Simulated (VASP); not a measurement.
# Si3N4 (P6_3/m) in VASP: electric field gradients with r2SCAN

Aim: the electric field gradients of Si3N4 with r2SCAN.

All numbers are computed with VASP 6.6.1; they aren't measurements. Logs are shortened: lines on timing, memory, paths and dates and some standing lists are left out, and cuts for length are marked.

### Step 1. The cell of the first run

The structure is hexagonal, space group P6_3/m (No. 176). Conventional cell: a = 7.602 Å, b = 7.602 Å, c = 2.906 Å, α = 90.00°, β = 90.00°, γ = 120.00°. Si (site symmetry m) has 4 N at 1.73 to 1.74 Å within 2.3 Å. Within 2.3 Å of N (site symmetry m) lie 3 Si at 1.74 Å. N (site symmetry -6) has 3 Si at 1.73 Å within 2.3 Å.

### Step 2. Electric field gradients, r2SCAN

POSCAR reads:

```
Si3N4
1.0
    7.6020000000      0.0000000000      0.0000000000
   -3.8010000000      6.5835251196      0.0000000000
    0.0000000000      0.0000000000      2.9060000000
Si N
6 8
Direct
    0.7684770000      0.1745610000      0.2500000000
    0.5939160000      0.7684770000      0.7500000000
    0.8254390000      0.5939160000      0.2500000000
    0.2315230000      0.8254390000      0.7500000000
    0.4060840000      0.2315230000      0.2500000000
    0.1745610000      0.4060840000      0.7500000000
    0.0305000000      0.3302500000      0.2500000000
    0.7002500000      0.0305000000      0.7500000000
    0.6697500000      0.7002500000      0.2500000000
    0.9695000000      0.6697500000      0.7500000000
    0.2997500000      0.9695000000      0.2500000000
    0.3302500000      0.2997500000      0.7500000000
    0.6666666667      0.3333333333      0.2500000000
    0.3333333333      0.6666666667      0.7500000000
```

INCAR.step1 reads:

```
  PREC = Accurate
  ENCUT = 520
  ISMEAR = -1
  SIGMA = 0.02
  LREAL = F
  LASPH = T
  NELM = 60
  NBANDS = 45
  GGA = PE
  ALGO = Normal
  EDIFF = 1E-4
  LWAVE = T
  LCHARG = F
```

INCAR.step2 reads:

```
  PREC = Accurate
  ENCUT = 520
  EDIFF = 1E-8
  ISMEAR = -1
  SIGMA = 0.02
  LREAL = F
  LASPH = T
  NELM = 60
  ALGO = Normal
  ISIF = 2
  LWAVE = F
  LCHARG = F
  METAGGA = R2SCAN
  LMIXTAU = T
  LEFG = T
  NBANDS = 45
  ISTART = 1
```

KPOINTS reads:

```
regular mesh
0
Gamma
  4 4 10
```

Potentials or basis: VASP PAW PBE potentials, release 64 (Si, N).

Command:

```
$ cat potpaw_PBE.64/Si/POTCAR potpaw_PBE.64/N/POTCAR > POTCAR
$ cp INCAR.step1 INCAR
$ mpirun -np 1 vasp_std > vasp.out
$ cp INCAR.step2 INCAR
$ mpirun -np 1 vasp_std > vasp.out
```

OUTCAR:

```text
PREC = Accurate
   ENCUT = 520
   EDIFF = 1E-8
   ISMEAR = -1
   LREAL = F
   LASPH = T
   NELM = 60
   ISIF = 2
   METAGGA = R2SCAN
   ISTART = 1

 ion  position               nearest neighbor table
   1  0.768  0.175  0.250-  13 1.73   7 1.74   8 1.74   8 1.74   5 2.99   3 2.99   6 3.05   6 3.05
                             2 3.05   2 3.05
   2  0.594  0.768  0.750-  14 1.73   8 1.74   9 1.74   9 1.74   4 2.99   6 2.99   3 3.05   3 3.05
                             1 3.05   1 3.05
   3  0.825  0.594  0.250-  13 1.73   9 1.74  10 1.74  10 1.74   5 2.99   1 2.99   2 3.05   2 3.05
                             4 3.05   4 3.05
   4  0.232  0.825  0.750-  14 1.73  10 1.74  11 1.74  11 1.74   2 2.99   6 2.99   3 3.05   3 3.05
                             5 3.05   5 3.05
   5  0.406  0.232  0.250-  13 1.73  11 1.74  12 1.74  12 1.74   1 2.99   3 2.99   6 3.05   6 3.05
                             4 3.05   4 3.05
   6  0.175  0.406  0.750-  14 1.73  12 1.74   7 1.74   7 1.74   2 2.99   4 2.99   5 3.05   5 3.05
                             1 3.05   1 3.05
   7  0.031  0.330  0.250-   1 1.74   6 1.74   6 1.74
   8  0.700  0.031  0.750-   2 1.74   1 1.74   1 1.74
   9  0.670  0.700  0.250-   3 1.74   2 1.74   2 1.74
  10  0.969  0.670  0.750-   4 1.74   3 1.74   3 1.74
  11  0.300  0.969  0.250-   5 1.74   4 1.74   4 1.74
  12  0.330  0.300  0.750-   6 1.74   5 1.74   5 1.74
  13  0.667  0.333  0.250-   1 1.73   3 1.73   5 1.73
  14  0.333  0.667  0.750-   4 1.73   6 1.73   2 1.73

  LATTYP: Found a hexagonal cell.
 ALAT       =     7.6020000000
 C/A-ratio  =     0.3822678243

  Lattice vectors:

 A1 = (   7.6020000000,   0.0000000000,   0.0000000000)
 A2 = (  -3.8010000000,   6.5835251196,   0.0000000000)
 A3 = (   0.0000000000,   0.0000000000,   2.9060000000)

Analysis of symmetry for initial positions (statically):
=====================================================================
 Subroutine PRICEL returns:
 Original cell was already a primitive cell.

 Routine SETGRP: Setting up the symmetry group for a
 hexagonal supercell.

 Subroutine GETGRP returns: Found 12 space group operations
 (whereof  6 operations were pure point group operations)
 out of a pool of 24 trial point group operations.

The static configuration has the point symmetry S_6 .
 The point group associated with its full space group is C_6h.

Analysis of symmetry for dynamics (positions and initial velocities):
=====================================================================
 Subroutine PRICEL returns:
 Original cell was already a primitive cell.

 Routine SETGRP: Setting up the symmetry group for a
 hexagonal supercell.

 Subroutine GETGRP returns: Found 12 space group operations
 (whereof  6 operations were pure point group operations)
 out of a pool of 24 trial point group operations.

The dynamic configuration has the point symmetry S_6 .
 The point group associated with its full space group is C_6h.

 Subroutine INISYM returns: Found 12 space group operations
 (whereof  6 operations are pure point group operations),
 and found     1 'primitive' translations

----------------------------------------------------------------------------------------

                                     Primitive cell

  volume of cell :     145.4394

  direct lattice vectors                    reciprocal lattice vectors
     7.602000000  0.000000000  0.000000000     0.131544330  0.075947155  0.000000000
    -3.801000000  6.583525120  0.000000000     0.000000000  0.151894309  0.000000000
     0.000000000  0.000000000  2.906000000     0.000000000  0.000000000  0.344115623

  length of vectors
     7.602000000  7.602000000  2.906000000     0.151894309  0.151894309  0.344115623

  position of ions in fractional coordinates (direct lattice)
     0.768477000  0.174561000  0.250000000
     0.593916000  0.768477000  0.750000000
     0.825439000  0.593916000  0.250000000
     0.231523000  0.825439000  0.750000000
     0.406084000  0.231523000  0.250000000
     0.174561000  0.406084000  0.750000000
     0.030500000  0.330250000  0.250000000
     0.700250000  0.030500000  0.750000000
     0.669750000  0.700250000  0.250000000
     0.969500000  0.669750000  0.750000000
     0.299750000  0.969500000  0.250000000
     0.330250000  0.299750000  0.750000000
     0.666666667  0.333333333  0.250000000
     0.333333333  0.666666667  0.750000000

  ion indices of the primitive-cell ions
   primitive index   ion index
                 1           1
                 2           2
                 3           3
                 4           4
[... 93 lines left out ...]
   NUPDOWN=      -1.0000    fix difference up-down
   EMIN   =  10.00;   EMAX   =-10.00  energy-range for DOS
   EFERMI =   0.00;   METHOD = LEGACY
   ISMEAR =    -1;   SIGMA  =   0.02  broadening in eV -4-tet -1-fermi 0-gaus
   EFERMI_NEDOS =   21; number of points for ismear=-14 and -15
   IALGO  =     38    algorithm
   IMIX   =      4    mixing-type and parameters
     AMIX     =   0.40;   BMIX     =  1.00
     AMIX_MAG =   1.60;   BMIX_MAG =  1.00
  volume/ion in A,a.u.               =      10.39        70.11
  Fermi-wavevector in a.u.,A,eV,Ry     =   1.245205  2.353096 21.096314  1.550535
  Thomas-Fermi vector in A             =   2.379438
   LORBIT       =      0    0 simple, 1 ext, 2 COOP (PROOUT), +10 PAW based schemes
   METAGGA = R2SCAN    functional components
   LHFCALC =     F    Hartree Fock is set to
   AEXX    =    0.0000 exact exchange contribution
   IVDW    =     0    specifies the selected vdW correction
   LEPSILON=     F    determine dielectric tensor
   LRPA    =     F    only Hartree local field effects (RPA)
 non-spin polarized calculation
  energy-cutoff  :      520.00
  volume of cell :      145.44
 maximum number of plane-waves:      3965
 NGX is ok and might be reduce to    60
   NGX = 29   NGY = 29   NGZ = 11

 number of electron      63.9999992 magnetization

 Free energy of the ion-electron system (eV)
  ---------------------------------------------------
  ext. energy  EPLUGINS =         0.00000000
  ---------------------------------------------------
  free energy    TOTEN  =      -144.16471778 eV

  energy without entropy =     -144.16471778  energy(sigma->0) =     -144.16471778

 E-fermi :   6.9520     XC(G=0): -11.3765

 val. band max:        6.5317798589   @ k =   0.0000   0.0000   0.2000
 cond. band min:      11.5180999122   @ k =   0.0000   0.0000   0.0000
 fundamental gap:      4.9863200533
 Fermi energy:         6.9520399221

 k-point     1 :       0.0000    0.0000    0.0000
  band No.  band energies     occupation
      1     -12.5784      2.00000
      2     -11.1022      2.00000
      3     -11.1022      2.00000
      4     -10.4394      2.00000
      5     -10.3175      2.00000
      6     -10.3175      2.00000
[... 1117 lines left out ...]
     43      14.9251      0.00000
     44      14.9251      0.00000
 [bands above 44 left out]

------------------------ aborting loop because EDIFF is reached ----------------------------------------

  FORCE on cell =-STRESS in cart. coord.  units (eV):
  Direction    XX          YY          ZZ          XY          YZ          ZX
  --------------------------------------------------------------------------------------
  -------------------------------------------------------------------------------------
  Total        0.0317591      0.0317591     -0.2215929      0.0000010      0.0000000      0.0000000
  in kB        0.3498622      0.3498622     -2.4410934      0.0000115      0.0000000      0.0000000
  external PRESSURE =      -0.5804563 kB  Pullay stress =       0.0000000 kB

 VOLUME and BASIS-vectors are now :
 -----------------------------------------------------------------------------
  energy-cutoff  :      520.00
  volume of cell :      145.44
      direct lattice vectors                 reciprocal lattice vectors
     7.602000000  0.000000000  0.000000000     0.131544330  0.075947155  0.000000000
    -3.801000000  6.583525120  0.000000000     0.000000000  0.151894309  0.000000000
     0.000000000  0.000000000  2.906000000     0.000000000  0.000000000  0.344115623

 POSITION                                       TOTAL-FORCE (eV/Angst)
 -----------------------------------------------------------------------------------
      5.17846      1.14923      0.72650         0.006472      0.037317      0.000000
      1.59397      5.05929      2.17950        -0.029081      0.024264     -0.000000
      4.01751      3.91006      0.72650        -0.035554     -0.013053      0.000000
     -1.37746      5.43430      2.17950        -0.006472     -0.037317     -0.000000
      2.20703      1.52424      0.72650         0.029081     -0.024264      0.000000
     -0.21651      2.67346      2.17950         0.035554      0.013053      0.000000
     -1.02342      2.17421      0.72650         0.011280     -0.018491     -0.000000
      5.20737      0.20080      2.17950         0.021653      0.000523      0.000000
      2.42979      4.61011      0.72650         0.010374      0.019014     -0.000000
      4.82442      4.40932      2.17950        -0.011280      0.018491      0.000000
     -1.40637      6.38273      0.72650        -0.021653     -0.000523     -0.000000
      1.37121      1.97341      2.17950        -0.010374     -0.019014     -0.000000
      3.80100      2.19451      0.72650        -0.000000     -0.000000      0.000000
     -0.00000      4.38902      2.17950        -0.000000     -0.000000     -0.000000
 -----------------------------------------------------------------------------------
    total drift:                                0.000000      0.000000      0.000000

  FREE ENERGIE OF THE ION-ELECTRON SYSTEM (eV)
  ---------------------------------------------------
  free  energy   TOTEN  =      -144.1647177780 eV

  energy  without entropy=     -144.1647177779  energy(sigma->0) =     -144.16471778

 Electric field gradients (V/A^2)
---------------------------------------------------------------------
 ion       V_xx      V_yy      V_zz      V_xy      V_xz      V_yz
---------------------------------------------------------------------
   1      -0.043     4.040    -3.997     7.296     0.000     0.000
   2      -3.300     7.297    -3.997    -5.416     0.000    -0.000
   3       9.338    -5.341    -3.997    -1.880    -0.000     0.000
   4      -0.043     4.040    -3.997     7.296     0.000    -0.000
   5      -3.300     7.297    -3.997    -5.416    -0.000    -0.000
   6       9.338    -5.341    -3.997    -1.880    -0.000    -0.000
   7       2.037   -27.500    25.462    29.894    -0.000    -0.000
   8     -46.004    20.542    25.462    -2.157     0.000     0.000
   9       5.774   -31.236    25.462   -27.737     0.000    -0.000
  10       2.037   -27.500    25.462    29.894    -0.000    -0.000
  11     -46.004    20.542    25.462    -2.157    -0.000     0.000
  12       5.774   -31.236    25.462   -27.737     0.000    -0.000
  13      23.258    23.259   -46.517     0.001    -0.000    -0.000
  14      23.258    23.259   -46.517     0.001     0.000     0.000
---------------------------------------------------------------------

 Electric field gradients after diagonalization (V/A^2)
 (convention: |V_zz| > |V_xx| > |V_yy|)
----------------------------------------------------------------------
 ion       V_xx      V_yy      V_zz     asymmetry (V_yy - V_xx)/ V_zz
----------------------------------------------------------------------
   1      -5.578    -3.997     9.575       0.165
   2      -5.578    -3.997     9.575       0.165
   3      -5.578    -3.997     9.575       0.165
   4      -5.578    -3.997     9.575       0.165
   5      -5.578    -3.997     9.575       0.165
   6      -5.578    -3.997     9.575       0.165
   7      25.462    20.612   -46.074       0.105
   8      25.462    20.612   -46.074       0.105
   9      25.462    20.612   -46.074       0.105
  10      25.462    20.612   -46.074       0.105
  11      25.462    20.612   -46.074       0.105
  12      25.462    20.612   -46.074       0.105
  13      23.259    23.258   -46.517       0.000
  14      23.259    23.258   -46.517       0.000
----------------------------------------------------------------------

           NMR quadrupolar parameters

 Cq : quadrupolar parameter    Cq=e*Q*V_zz/h
 eta: asymmetry parameters     (V_yy - V_xx)/ V_zz
 Q  : nuclear electric quadrupole moment in mb (millibarn)
----------------------------------------------------------------------
 ion       Cq(MHz)       eta       Q (mb)
----------------------------------------------------------------------
   1       0.023       0.165       1.000
   2       0.023       0.165       1.000
   3       0.023       0.165       1.000
   4       0.023       0.165       1.000
   5       0.023       0.165       1.000
   6       0.023       0.165       1.000
   7      -0.111       0.105       1.000
   8      -0.111       0.105       1.000
   9      -0.111       0.105       1.000
  10      -0.111       0.105       1.000
  11      -0.111       0.105       1.000
  12      -0.111       0.105       1.000
  13      -0.112       0.000       1.000
  14      -0.112       0.000       1.000
----------------------------------------------------------------------
```

Run time: 6.7 min. Hardware: 1 thread of Intel Xeon 6975P-C (Granite Rapids), shared host; peak memory 0.36 GiB.

Results:

| Property | Result |
| --- | --- |
| Free energy | -144.1647 eV |
| Pressure | -0.1 GPa |
| Largest force | 0.038 eV/Å |
| Band gap on the k mesh | 4.99 eV, indirect (least direct gap 5.18 eV) |

Forces in eV/Å, atoms in the order of the input:
```
Si   0.006  0.037  0.000
Si  -0.029  0.024  0.000
Si  -0.036 -0.013  0.000
Si  -0.006 -0.037  0.000
Si   0.029 -0.024  0.000
Si   0.036  0.013  0.000
N    0.011 -0.018  0.000
N    0.022  0.001  0.000
N    0.010  0.019  0.000
N   -0.011  0.018  0.000
N   -0.022 -0.001  0.000
N   -0.010 -0.019  0.000
N    0.000  0.000  0.000
N    0.000  0.000  0.000
```

Levels at points of the mesh, in eV from the valence-band top:
| k point | band 28 | band 29 | band 30 | band 31 | band 32 | band 33 | band 34 | band 35 | band 36 | band 37 |
| --- | --- | --- | --- | --- | --- | --- | --- | --- | --- | --- |
| (0.00, 0.00, 0.00) | -1.31 | -1.31 | -0.46 | -0.40 | -0.20 | 4.99 | 5.27 | 5.57 | 5.57 | 5.91 |
| (0.50, 0.00, 0.00) | -1.73 | -1.37 | -0.80 | -0.33 | -0.26 | 5.27 | 5.38 | 5.56 | 5.97 | 6.32 |
| (0.00, 0.00, 0.50) | -1.68 | -1.68 | -1.68 | -1.37 | -1.37 | 5.35 | 5.35 | 5.35 | 5.35 | 7.97 |
| (0.50, 0.00, 0.50) | -1.94 | -1.55 | -1.55 | -1.08 | -1.08 | 5.45 | 5.45 | 6.52 | 6.52 | 6.93 |

Electric field gradients, principal values (V/Å²):
```tsv
atom	least	middle	greatest (by size)
1 Si	-3.997	-5.578	9.575
2 Si	-3.997	-5.578	9.575
3 Si	-3.997	-5.578	9.575
4 Si	-3.997	-5.578	9.575
5 Si	-3.997	-5.578	9.575
6 Si	-3.997	-5.578	9.575
7 N	20.612	25.462	-46.074
8 N	20.612	25.462	-46.074
9 N	20.612	25.462	-46.074
10 N	20.612	25.462	-46.074
11 N	20.612	25.462	-46.074
12 N	20.612	25.462	-46.074
13 N	23.258	23.259	-46.517
14 N	23.258	23.259	-46.517
```

Caveat: without QUAD_EFG the Cq values of the log hold for a quadrupole moment of 1 mb, not for the nuclei; the PAW data sets were made with another functional, which shifts forces and pressure a little.
